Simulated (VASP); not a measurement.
# Pd3I (P1) in VASP: notebook

Pd3I is run at these levels: LDA+U; tasks: single point.

Everything below comes from runs of VASP 6.6.1. Logs are shortened: lines on timing, memory, paths and dates and some standing lists are left out, and cuts for length are marked.

**1. The cell of the first run**

The typed cell holds 4 atoms: a = 4.924 Å, b = 4.924 Å, c = 4.924 Å, α = 128.29°, β = 128.29°, γ = 76.15°.

**2. Single point, LDA+U**

INCAR

```
SYSTEM = Pd3I
  ALGO = Normal
  EDIFF = 1E-6
  ENCUT = 520
  ISIF = 2
  ISMEAR = 1
  LASPH = .True.
  LCHARG = .False.
  LDAU = .True.
  LDAUJ = 0 0
  LDAUL = -1 2
  LDAUPRINT = 1
  LDAUTYPE = 2
  LDAUU = 0 7
  LMAXMIX = 4
  LREAL = .False.
  LWAVE = .False.
  NBANDS = 26
  NELM = 150
  PREC = Accurate
  SIGMA = 0.1
```

KPOINTS

```
k-points
0
Gamma
  5 5 6
  0 0 0
```

POSCAR

```
Pd3I
1.0
   -2.1469490000      2.1469490000      3.8759100000
    2.1469490000     -2.1469490000      3.8759100000
    2.1469490000      2.1469490000     -3.8759100000
I Pd
1 3
Direct
   -0.0042590000     -0.0032520000     -0.0084710000
    0.5020540000      0.5023260000      0.0010920000
    0.2436390000      0.7339870000      0.4839260000
    0.7476760000      0.2541000000      0.5039300000
```

Potentials or basis: VASP PAW LDA potentials, release 64 (I, Pd).

On the command line:

```bash
cat potpaw_LDA.64/I/POTCAR potpaw_LDA.64/Pd/POTCAR > POTCAR
mpirun -np 1 vasp_std > vasp.out
```

OUTCAR:

```text
SYSTEM = Pd3I
   EDIFF = 1E-6
   ENCUT = 520
   ISIF = 2
   ISMEAR = 1
   LASPH = .True.
   LREAL = .False.
   NELM = 150
   PREC = Accurate

 ion  position               nearest neighbor table
   1  0.996  0.997  0.992-   3 2.84   4 2.87   4 2.87   4 2.90   3 2.90   3 2.91   3 2.92   4 2.93
                             2 3.01   2 3.03   2 3.04   2 3.07
   2  0.502  0.502  0.001-   3 2.86   4 2.86   3 2.87   3 2.88   4 2.89   4 2.90   4 2.91   3 2.96
                             1 3.01   1 3.03   1 3.04   1 3.07
   3  0.244  0.734  0.484-   1 2.84   2 2.86   2 2.87   2 2.88   1 2.90   1 2.91   1 2.92   2 2.96
                             4 2.98   4 2.99   4 3.09   4 3.10
   4  0.748  0.254  0.504-   2 2.86   1 2.87   1 2.87   2 2.89   1 2.90   2 2.90   2 2.91   1 2.93
                             3 2.98   3 2.99   3 3.09   3 3.10

  LATTYP: Found a body centered tetragonal cell.
 ALAT       =     4.2938980000
 C/A-ratio  =     1.8053106990

  Lattice vectors:

 A1 = (  -2.1469490000,   2.1469490000,   3.8759100000)
 A2 = (   2.1469490000,  -2.1469490000,   3.8759100000)
 A3 = (   2.1469490000,   2.1469490000,  -3.8759100000)

Analysis of symmetry for initial positions (statically):
=====================================================================
 Subroutine PRICEL returns:
 Original cell was already a primitive cell.

 Routine SETGRP: Setting up the symmetry group for a
 body centered tetragonal supercell.

 Subroutine GETGRP returns: Found  1 space group operations
 (whereof  1 operations were pure point group operations)
 out of a pool of 16 trial point group operations.

The static configuration has the point symmetry C_1 .

Analysis of symmetry for dynamics (positions and initial velocities):
=====================================================================
 Subroutine PRICEL returns:
 Original cell was already a primitive cell.

 Routine SETGRP: Setting up the symmetry group for a
 body centered tetragonal supercell.

 Subroutine GETGRP returns: Found  1 space group operations
 (whereof  1 operations were pure point group operations)
 out of a pool of 16 trial point group operations.

The dynamic configuration has the point symmetry C_1 .

 Subroutine INISYM returns: Found  1 space group operations
 (whereof  1 operations are pure point group operations),
 and found     1 'primitive' translations

----------------------------------------------------------------------------------------

                                     Primitive cell

  volume of cell :      71.4623

  direct lattice vectors                    reciprocal lattice vectors
    -2.146949000  2.146949000  3.875910000     0.000000000  0.232888625  0.129001963
     2.146949000 -2.146949000  3.875910000     0.232888625  0.000000000  0.129001963
     2.146949000  2.146949000 -3.875910000     0.232888625  0.232888625  0.000000000

  length of vectors
     4.923561551  4.923561551  4.923561551     0.266230385  0.266230385  0.329354252

  position of ions in fractional coordinates (direct lattice)
     0.995741000  0.996748000  0.991529000
     0.502054000  0.502326000  0.001092000
     0.243639000  0.733987000  0.483926000
     0.747676000  0.254100000  0.503930000

  ion indices of the primitive-cell ions
   primitive index   ion index
                 1           1
                 2           2
                 3           3
                 4           4

----------------------------------------------------------------------------------------

 KPOINTS: k-points

Automatic generation of k-mesh.
 Grid dimensions read from file:
[... 66 lines left out ...]
 -0.200000  0.200000  0.166667      2.000000
  0.000000  0.400000  0.166667      2.000000
 [... further k-points ...]
   k-points           NKPTS =     76   k-points in BZ     NKDIM =     76   number of bands    NBANDS=     26
   number of dos      NEDOS =    301   number of ions     NIONS =      4
   total plane-waves  NPLWV =  64000
   dimension x,y,z NGX =    40 NGY =   40 NGZ =   40
   dimension x,y,z NGXF=    80 NGYF=   80 NGZF=   80
   ions per type =               1   3
   NGX,Y,Z   is equivalent  to a cutoff of  13.51, 13.51, 13.51 a.u.
   NGXF,Y,Z  is equivalent  to a cutoff of  27.01, 27.01, 27.01 a.u.
 SYSTEM =  Pd3I
   PREC   = accura    normal or accurate (medium, high low for compatibility)
   ISTART =      0    job   : 0-new  1-cont  2-samecut
   ICHARG =      2    charge: 1-file 2-atom 10-const
   ISPIN  =      1    spin polarized calculation?
   LNONCOLLINEAR =      F non collinear calculations
   LSORBIT =      F    spin-orbit coupling
   LASPH  =      T    aspherical Exc in radial PAW
   ENCUT  =  520.0 eV  38.22 Ry    6.18 a.u.   9.15  9.15  9.15*2*pi/ulx,y,z
   NELM   =    150;   NELMIN=  2; NELMDL= -5     # of ELM steps
   EDIFF  = 0.1E-05   stopping-criterion for ELM
   LREAL  =      F    real-space projection
   EDIFFG = 0.1E-04   stopping-criterion for IOM
   NSW    =      0    number of steps for IOM
   IBRION =     -1    ionic relax: 0-MD 1-quasi-New 2-CG
   NFREE  =      0    steps in history (QN), initial steepest desc. (CG)
   ISIF   =      2    stress and relaxation
   ISYM   =      2    0-nonsym 1-usesym 2-fastsym
   POTIM  = 0.5000    time-step for ionic-motion
   TEBEG  =    0.0;   TEEND  =   0.0 temperature during run
   PSTRESS=    0.0 pullay stress
   NELECT =      37.0000    total number of electrons
   NUPDOWN=      -1.0000    fix difference up-down
   EMIN   =  10.00;   EMAX   =-10.00  energy-range for DOS
   EFERMI =   0.00;   METHOD = LEGACY
   ISMEAR =     1;   SIGMA  =   0.10  broadening in eV -4-tet -1-fermi 0-gaus
   EFERMI_NEDOS =   21; number of points for ismear=-14 and -15
   IALGO  =     38    algorithm
   IMIX   =      4    mixing-type and parameters
     AMIX     =   0.40;   BMIX     =  1.00
     AMIX_MAG =   1.60;   BMIX_MAG =  1.00
  volume/ion in A,a.u.               =      17.87       120.56
  Fermi-wavevector in a.u.,A,eV,Ry     =   1.314568  2.484173 23.512076  1.728089
  Thomas-Fermi vector in A             =   2.444812
   LORBIT       =      0    0 simple, 1 ext, 2 COOP (PROOUT), +10 PAW based schemes
 LDA+U is selected, type is set to LDAUTYPE =  2
   angular momentum for each species LDAUL =    -1    2
   U (eV)           for each species LDAUU =   0.0  7.0
   J (eV)           for each species LDAUJ =   0.0  0.0
   GGA     = CA    functional components
   LHFCALC =     F    Hartree Fock is set to
   AEXX    =    0.0000 exact exchange contribution
   IVDW    =     0    specifies the selected vdW correction
   LEPSILON=     F    determine dielectric tensor
   LRPA    =     F    only Hartree local field effects (RPA)
 non-spin polarized calculation
 Methfessel and Paxton  Order N= 1 SIGMA  =   0.10
  energy-cutoff  :      520.00
  volume of cell :       71.46
 maximum number of plane-waves:      1956
 NGX is ok and might be reduce to    40
   NGX = 19   NGY = 19   NGZ = 19

atom =   2  type =  2  l = 2

 onsite density matrix

spin component  1
[... 83 lines left out ...]
  o =  0.9384  v =  0.0383  0.7449  0.0165  0.6658  0.0076  0.0000  0.0000  0.0000  0.0000  0.0000      0.0000  0.0000  0.0000  0.0000  0.0000  0.0000  0.0000  0.0000  0.0000  0.0000
  o =  0.9384  v =  0.0000  0.0000  0.0000  0.0000  0.0000  0.0383  0.7449  0.0165  0.6658  0.0076      0.0000  0.0000  0.0000  0.0000  0.0000  0.0000  0.0000  0.0000  0.0000  0.0000
  o =  0.9438  v =  0.0113  0.6644 -0.0191 -0.7425 -0.0820  0.0000  0.0000  0.0000  0.0000  0.0000      0.0000  0.0000  0.0000  0.0000  0.0000  0.0000  0.0000  0.0000  0.0000  0.0000
  o =  0.9438  v =  0.0000  0.0000  0.0000  0.0000  0.0000  0.0113  0.6644 -0.0191 -0.7425 -0.0820      0.0000  0.0000  0.0000  0.0000  0.0000  0.0000  0.0000  0.0000  0.0000  0.0000
  o =  0.9610  v = -0.0036  0.0491 -0.0063 -0.0660  0.9966  0.0000  0.0000  0.0000  0.0000  0.0000      0.0000  0.0000  0.0000  0.0000  0.0000  0.0000  0.0000  0.0000  0.0000  0.0000
  o =  0.9610  v =  0.0000  0.0000  0.0000  0.0000  0.0000 -0.0036  0.0491 -0.0063 -0.0660  0.9966      0.0000  0.0000  0.0000  0.0000  0.0000  0.0000  0.0000  0.0000  0.0000  0.0000
  o =  0.9825  v =  0.0000  0.0000  0.0000  0.0000  0.0000 -0.9890  0.0354 -0.1422  0.0208 -0.0049      0.0000  0.0000  0.0000  0.0000  0.0000  0.0000  0.0000  0.0000  0.0000  0.0000
  o =  0.9825  v = -0.9890  0.0354 -0.1422  0.0208 -0.0049  0.0000  0.0000  0.0000  0.0000  0.0000      0.0000  0.0000  0.0000  0.0000  0.0000  0.0000  0.0000  0.0000  0.0000  0.0000
  o =  0.9885  v =  0.1425 -0.0058 -0.9895  0.0229 -0.0039  0.0000  0.0000  0.0000  0.0000  0.0000      0.0000  0.0000  0.0000  0.0000  0.0000  0.0000  0.0000  0.0000  0.0000  0.0000
  o =  0.9885  v =  0.0000  0.0000  0.0000  0.0000  0.0000  0.1425 -0.0058 -0.9895  0.0229 -0.0039      0.0000  0.0000  0.0000  0.0000  0.0000  0.0000  0.0000  0.0000  0.0000  0.0000

 number of electron      37.0000000 magnetization

 Free energy of the ion-electron system (eV)
  ---------------------------------------------------
  ext. energy  EPLUGINS =         0.00000000
  ---------------------------------------------------
  free energy    TOTEN  =       -12.23576211 eV

  energy without entropy =      -12.23375477  energy(sigma->0) =      -12.23509300

 E-fermi :   7.7053     XC(G=0): -12.2792

 val. band max:        7.6917624887   @ k =   0.4000   0.2000   0.5000
 cond. band min:       7.7118109293   @ k =  -0.4000   0.2000   0.1667
 fundamental gap:      0.0200484406
 Fermi energy:         7.7053163421

 k-point     1 :       0.0000    0.0000    0.0000
  band No.  band energies     occupation
      1      -6.2643      2.00000
      2       2.1263      2.00000
      3       2.4280      2.00000
      4       2.4473      2.00000
      5       2.8709      2.00000
      6       2.9918      2.00000
[... 685 lines left out ...]
     25      16.6575      0.00000
     26      18.2324      0.00000

 [... further k-points ...]

------------------------ aborting loop because EDIFF is reached ----------------------------------------

  FORCE on cell =-STRESS in cart. coord.  units (eV):
  Direction    XX          YY          ZZ          XY          YZ          ZX
  --------------------------------------------------------------------------------------
  -------------------------------------------------------------------------------------
  Total       -9.3763601     -9.3563137     -9.5044418     -0.0067097     -0.0414871     -0.1299856
  in kB     -210.2169492   -209.7675118   -213.0885264     -0.1504309     -0.9301357     -2.9142633
  external PRESSURE =    -211.0243291 kB  Pullay stress =       0.0000000 kB

 VOLUME and BASIS-vectors are now :
 -----------------------------------------------------------------------------
  energy-cutoff  :      520.00
  volume of cell :       71.46
      direct lattice vectors                 reciprocal lattice vectors
    -2.146949000  2.146949000  3.875910000     0.000000000  0.232888625  0.129001963
     2.146949000 -2.146949000  3.875910000     0.232888625  0.000000000  0.129001963
     2.146949000  2.146949000 -3.875910000     0.232888625  0.232888625  0.000000000

 POSITION                                       TOTAL-FORCE (eV/Angst)
 -----------------------------------------------------------------------------------
      2.13092      2.12660      3.87963        -0.022492     -0.030664      0.020761
      0.00293      0.00176      3.88865         0.008481      0.011226     -0.032492
      2.09172     -0.01379      1.91354         0.014287      0.022908     -0.004048
      0.02223      2.14159      1.92961        -0.000277     -0.003469      0.015779
 -----------------------------------------------------------------------------------
    total drift:                               -0.000019     -0.000071     -0.000004

  FREE ENERGIE OF THE ION-ELECTRON SYSTEM (eV)
  ---------------------------------------------------
  free  energy   TOTEN  =       -12.2357621133 eV

  energy  without entropy=      -12.2337547702  energy(sigma->0) =      -12.23509300
```

Wall time 82 s (1 thread of AMD EPYC 9R45 (Zen 5), shared host); peak memory 0.24 GiB.

Results:

- Free energy: -12.2358 eV
- Pressure: -21.1 GPa
- Largest force: 0.043 eV/Å
- Band gap on the k mesh: zero (an odd number of electrons rules out a gap without spin polarisation)

Forces on the atoms (eV/Å):
```
I   -0.022 -0.031  0.021
Pd   0.008  0.011 -0.032
Pd   0.014  0.023 -0.004
Pd   0.000 -0.003  0.016
```

Stress tensor (GPa, compression positive):
```
-21.02  -0.02  -0.29
 -0.02 -20.98  -0.09
 -0.29  -0.09 -21.31
```

Levels at points of the mesh, in eV from the Fermi level:
```
           k point  band 16  band 17  band 18  band 19  band 20  band 21  band 22  band 23
(0.00, 0.00, 0.00)    -1.35    -0.88    -0.59     0.19     0.21     6.11     6.16     6.18
(0.00, 0.00, 0.50)    -1.58    -1.55    -1.46    -0.94     1.81     4.25     6.72     7.08
```

Eigenvalues of the final occupation matrices:
| site | spin | trace | eigenvalues |
| --- | --- | --- | --- |
| site 2 d | 1 | 4.81 | 0.95 0.95 0.96 0.98 0.98 |
| site 2 d | 2 | 4.81 | 0.95 0.95 0.96 0.98 0.98 |
| site 3 d | 1 | 4.81 | 0.94 0.94 0.96 0.98 0.99 |
| site 3 d | 2 | 4.81 | 0.94 0.94 0.96 0.98 0.99 |
| site 4 d | 1 | 4.81 | 0.94 0.94 0.96 0.98 0.99 |
| site 4 d | 2 | 4.81 | 0.94 0.94 0.96 0.98 0.99 |

Caveat: the cell stands under tension; spin-orbit coupling is left out, which moves the levels of the heavy elements; U without spin polarisation on a metal has little footing.

(Part 1 of 2 ends here.)

The gap in the log of VASP goes by the Fermi energy; the results here count the filled bands.